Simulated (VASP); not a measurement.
# BeSe3 (P1) in VASP: further runs, part 2 of 2

VASP 6.6.1. Earlier steps stand in the parts before.

### 3 Single point, PBE

INCAR reads:

```
PREC     = Accurate       # precision mode
ENCUT    = 520            # plane-wave cutoff, eV
EDIFF    = 1E-6           # SCF threshold, eV
ISMEAR   = 0              # smearing method
SIGMA    = 0.1            # smearing width, eV
LREAL    = F              # projectors in reciprocal space
LASPH    = T              # aspherical terms in the spheres
NELM     = 80             # most SCF steps
ALGO     = Normal         # electronic algorithm
ISIF     = 2              # what is computed and relaxed
LWAVE    = F              # write WAVECAR
LCHARG   = F              # write CHGCAR
GGA      = PE             # functional
NBANDS   = 30             # bands
```

KPOINTS reads:

```
Automatic mesh
0
Gamma
  4 4 2
```

POSCAR reads:

```
BeSe3
1.0
   -5.2262309847     -0.0045737803      0.2382370669
   -0.0049842433     -5.2243592073     -0.1183651127
   -0.5362190602     -0.9501841507      7.4513206176
Be Se
2 6
Direct
    0.0032198499      0.0030263833      0.0000558327
    0.5030574566      0.5034817580      0.0001971616
    0.2665853884      0.2929780060      0.8304238143
    0.7957252383      0.7639399720      0.8300239169
    0.7081277785      0.2109922154      0.1683550835
    0.2351631960      0.7386201802      0.1685351789
    0.9396963043      0.4441336079      0.3567861132
    0.5484247883      0.0428278772      0.6456228991
```

Potentials or basis: VASP PAW PBE potentials, release 64 (Be, Se).

Command:

```sh
$ cat potpaw_PBE.64/Be/POTCAR potpaw_PBE.64/Se/POTCAR > POTCAR
$ mpirun -np 1 vasp_std > vasp.out
```

Run time: 2.1 min. Hardware: 1 thread of Intel Xeon 8259CL, shared host; peak memory 0.33 GiB.

The run converged. Its results:

```yaml
Free_energy: -31.1638 eV
Pressure: 0.1 GPa
Largest_force: 0.022 eV/Å
Band_gap_on_the_k_mesh: 0.65 eV (least direct gap 0.66 eV)
```

Forces in eV/Å, atoms in the order of the input:
```
Be   0.010 -0.003 -0.001
Be   0.000  0.002 -0.001
Se   0.009 -0.011 -0.001
Se  -0.006  0.016  0.002
Se   0.012  0.007 -0.002
Se  -0.009 -0.004  0.004
Se  -0.010 -0.007  0.018
Se  -0.005  0.000 -0.020
```

Levels at points of the mesh, in eV from the valence-band top:
| k point | band 16 | band 17 | band 18 | band 19 | band 20 | band 21 | band 22 | band 23 | band 24 | band 25 |
| --- | --- | --- | --- | --- | --- | --- | --- | --- | --- | --- |
| (0.00, 0.00, 0.00) | -1.55 | -1.35 | -1.17 | -0.20 | -0.16 | 1.49 | 1.69 | 2.33 | 2.58 | 3.28 |
| (0.50, 0.00, 0.00) | -1.69 | -1.62 | -1.52 | -0.66 | -0.45 | 1.96 | 2.10 | 2.97 | 3.10 | 5.71 |
| (0.00, 0.50, 0.00) | -1.69 | -1.61 | -1.52 | -0.65 | -0.46 | 1.95 | 2.09 | 2.98 | 3.10 | 5.70 |
| (0.50, 0.50, 0.00) | -1.47 | -1.13 | -0.95 | -0.10 | 0.00 | 1.25 | 1.53 | 2.98 | 2.99 | 4.59 |
| (0.00, 0.00, 0.50) | -1.52 | -1.46 | -0.73 | -0.13 | -0.02 | 0.65 | 1.70 | 2.38 | 2.44 | 3.25 |
| (0.50, 0.00, 0.50) | -1.73 | -1.56 | -1.44 | -0.46 | -0.39 | 2.05 | 2.29 | 2.95 | 3.03 | 5.06 |
| (0.00, 0.50, 0.50) | -1.74 | -1.56 | -1.46 | -0.44 | -0.40 | 2.07 | 2.31 | 2.95 | 3.03 | 5.09 |
| (0.50, 0.50, 0.50) | -1.51 | -1.06 | -0.96 | -0.43 | -0.34 | 1.76 | 2.03 | 2.88 | 3.06 | 4.66 |

Caveat: the k points lie up to 0.42 Å⁻¹ apart; semilocal functionals underestimate gaps, and a narrow one can read as zero. A k mesh can miss the band edges.

### 4 Single point, PBE (23.94 Å³/atom)

This run uses another cell than the first one, of 23.94 Å³/atom.

INCAR reads:

```
SYSTEM = BeSe3
PREC = Accurate ; ENCUT = 520
EDIFF = 1E-6 ; ISMEAR = 0
SIGMA = 0.02 ; LREAL = .False.
LASPH = .True. ; NELM = 60
ALGO = Normal ; ISIF = 2
LWAVE = .False. ; LCHARG = .True.
GGA = PE ; LELF = .True.
LVHAR = .True. ; NBANDS = 30
```

KPOINTS reads:

```
regular mesh
0
Gamma
  6 6 4
  0 0 0
```

POSCAR reads:

```
BeSe3
1.0
    5.1558689970      0.0031947863     -0.1846042920
    0.0040130710      5.1590100269      0.1124474159
   -0.4599743829     -0.9417639782      7.1952753733
Be Se
2 6
Direct
    0.9945481401      0.9985156303      0.0000442021
    0.4982459197      0.4951047607      1.0000483557
    0.7407464723      0.7019980196      0.8233813496
    0.2042226334      0.2385969480      0.8234377979
    0.2902065883      0.7927798110      0.1715680207
    0.7575129453      0.2602432650      0.1778836479
    0.0566681612      0.5595020755      0.3707188102
    0.4578491395      0.9532594899      0.6329178159
```

Command:

```sh
$ cat potpaw_PBE.64/Be/POTCAR potpaw_PBE.64/Se/POTCAR > POTCAR
$ mpirun -np 1 vasp_std > vasp.out
```

Run time: 12 min. Hardware: 1 thread of Oxide Virtual Turin-like, shared host; peak memory 0.45 GiB.

The run converged. Its results:

```
Free energy            : -31.1261 eV
Pressure               : 1.2 GPa
Largest force          : 0.032 eV/Å
Band gap on the k mesh : 0.50 eV (least direct gap 0.57 eV)
```

Forces on the atoms (eV/Å):
```
Be  -0.005  0.000  0.006
Be   0.000 -0.005  0.005
Se   0.012 -0.011 -0.001
Se  -0.011  0.012  0.001
Se   0.015  0.015  0.000
Se  -0.014 -0.014 -0.001
Se   0.002  0.000  0.023
Se   0.001  0.002 -0.032
```

Levels at points of the mesh, in eV from the valence-band top:
```csv
k point,band 17,band 18,band 19,band 20,band 21,band 22,band 23,band 24
"(0.00, 0.00, 0.00)",-1.40,-1.36,-0.36,-0.27,1.41,1.62,2.20,2.51
"(0.50, 0.00, 0.00)",-1.72,-1.59,-0.76,-0.53,1.93,2.04,2.87,2.99
"(0.00, 0.50, 0.00)",-1.73,-1.60,-0.77,-0.52,1.94,2.05,2.87,2.99
"(0.50, 0.50, 0.00)",-1.26,-1.01,-0.14,0.00,1.07,1.38,2.95,2.96
"(0.00, 0.00, 0.50)",-1.58,-0.73,-0.22,-0.07,0.50,1.51,2.29,2.37
"(0.50, 0.00, 0.50)",-1.68,-1.52,-0.55,-0.49,1.97,2.21,2.95,3.03
"(0.00, 0.50, 0.50)",-1.68,-1.51,-0.57,-0.48,1.95,2.19,2.95,3.03
"(0.50, 0.50, 0.50)",-1.19,-1.02,-0.59,-0.43,1.70,2.02,2.81,3.01
```

Caveat: semilocal functionals underestimate gaps, and a narrow one can read as zero. A k mesh can miss the band edges.

### 5 Single point, PBE

INCAR reads:

```
SYSTEM = BeSe3
PREC = Accurate ; ENCUT = 520
EDIFF = 1E-6 ; ISMEAR = 0
SIGMA = 0.02 ; LREAL = .FALSE.
LASPH = .TRUE. ; NELM = 60
ALGO = Normal ; ISIF = 2
LWAVE = .FALSE. ; LCHARG = .FALSE.
GGA = PE ; NBANDS = 30
```

KPOINTS reads:

```
regular mesh
0
G
  6 6 4
  0 0 0
```

POSCAR reads:

```
BeSe3
1.0
    5.2213502590      0.0033644482     -0.1994349269
    0.0034031503      5.2246377097      0.0994636653
   -0.4768738331     -0.9778472185      7.4674175854
Be Se
2 6
Direct
    0.9969102960      0.9978225533      0.0001678610
    0.4976340468      0.4975344190      1.0001582771
    0.7375488385      0.7061652542      0.8307352160
    0.2085700458      0.2352190977      0.8307844566
    0.2877329529      0.7904920877      0.1678026111
    0.7603236853      0.2632097494      0.1682991270
    0.0540396839      0.5571345928      0.3555913557
    0.4572404507      0.9524222460      0.6464610955
```

Command:

```sh
$ cat potpaw_PBE.64/Be/POTCAR potpaw_PBE.64/Se/POTCAR > POTCAR
$ mpirun -np 1 vasp_std > vasp.out
```

It took 13 min on 1 thread of Oxide Virtual Turin-like, shared host; peak memory 0.47 GiB.

Results (log left out):

| Item | Value |
| --- | --- |
| Free energy | -31.1645 eV |
| Pressure | 0.1 GPa |
| Largest force | 0.025 eV/Å |
| Band gap on the k mesh | 0.65 eV (least direct gap 0.66 eV) |

Forces in eV/Å, atoms in the order of the input:
```
Be  -0.004  0.003 -0.003
Be  -0.002 -0.003 -0.004
Se   0.011 -0.015 -0.005
Se  -0.018  0.013  0.004
Se   0.016  0.013  0.002
Se  -0.004 -0.011  0.003
Se  -0.004 -0.004  0.025
Se   0.005  0.003 -0.022
```

Levels at points of the mesh, in eV from the valence-band top:
| k point | band 16 | band 17 | band 18 | band 19 | band 20 | band 21 | band 22 | band 23 | band 24 | band 25 |
| --- | --- | --- | --- | --- | --- | --- | --- | --- | --- | --- |
| (0.00, 0.00, 0.00) | -1.53 | -1.35 | -1.18 | -0.19 | -0.15 | 1.50 | 1.69 | 2.34 | 2.57 | 3.28 |
| (0.50, 0.00, 0.00) | -1.69 | -1.61 | -1.53 | -0.64 | -0.45 | 1.95 | 2.09 | 2.99 | 3.11 | 5.71 |
| (0.00, 0.50, 0.00) | -1.69 | -1.62 | -1.53 | -0.64 | -0.45 | 1.96 | 2.10 | 2.98 | 3.11 | 5.71 |
| (0.50, 0.50, 0.00) | -1.48 | -1.12 | -0.96 | -0.09 | 0.00 | 1.26 | 1.52 | 2.98 | 3.00 | 4.61 |
| (0.00, 0.00, 0.50) | -1.51 | -1.46 | -0.73 | -0.12 | -0.01 | 0.65 | 1.71 | 2.39 | 2.44 | 3.25 |
| (0.50, 0.00, 0.50) | -1.74 | -1.56 | -1.46 | -0.45 | -0.40 | 2.08 | 2.30 | 2.95 | 3.03 | 5.09 |
| (0.00, 0.50, 0.50) | -1.74 | -1.56 | -1.45 | -0.46 | -0.39 | 2.06 | 2.29 | 2.95 | 3.04 | 5.07 |
| (0.50, 0.50, 0.50) | -1.51 | -1.05 | -0.96 | -0.43 | -0.34 | 1.76 | 2.02 | 2.89 | 3.05 | 4.67 |

Caveat: semilocal functionals underestimate gaps, and a narrow one can read as zero. A k mesh can miss the band edges.

### 6 The runs side by side

| cell | k mesh | smearing | gap on the mesh (eV) | pressure (GPa) | largest force (eV/Å) |
| --- | --- | --- | --- | --- | --- |
| a = 5.225, b = 5.226, c = 7.546 Å, angles 83.6, 84.2, 90.0°, 8 atoms, atomic positions A | 4 × 4 × 2 | gaussian 0.1 eV | 0.65 | 0.1 | 0.03 |
| a = 5.232, b = 5.226, c = 7.531 Å, angles 84.0, 83.3, 90.0°, 8 atoms, atomic positions B | 4 × 4 × 2 | gaussian 0.1 eV | 0.65 | 0.1 | 0.02 |
| a = 5.159, b = 5.160, c = 7.271 Å, angles 96.2, 95.7, 90.0°, 8 atoms, atomic positions C | 6 × 6 × 4 | gaussian 0.02 eV | 0.50 | 1.2 | 0.03 |
| a = 5.225, b = 5.226, c = 7.546 Å, angles 96.4, 95.8, 90.0°, 8 atoms, atomic positions A | 6 × 6 × 4 | gaussian 0.02 eV | 0.65 | 0.1 | 0.03 |

Alike in all rows: task single point; level PBE; potentials or basis VASP PAW PBE potentials, release 64 (Be, Se); no spin polarisation; cutoff (eV) 520.

Caveats: some runs use coarse meshes; semilocal functionals underestimate gaps, and a narrow one can read as zero.

Total energies depend on the potentials used, so only differences within one code and one set of settings carry meaning.
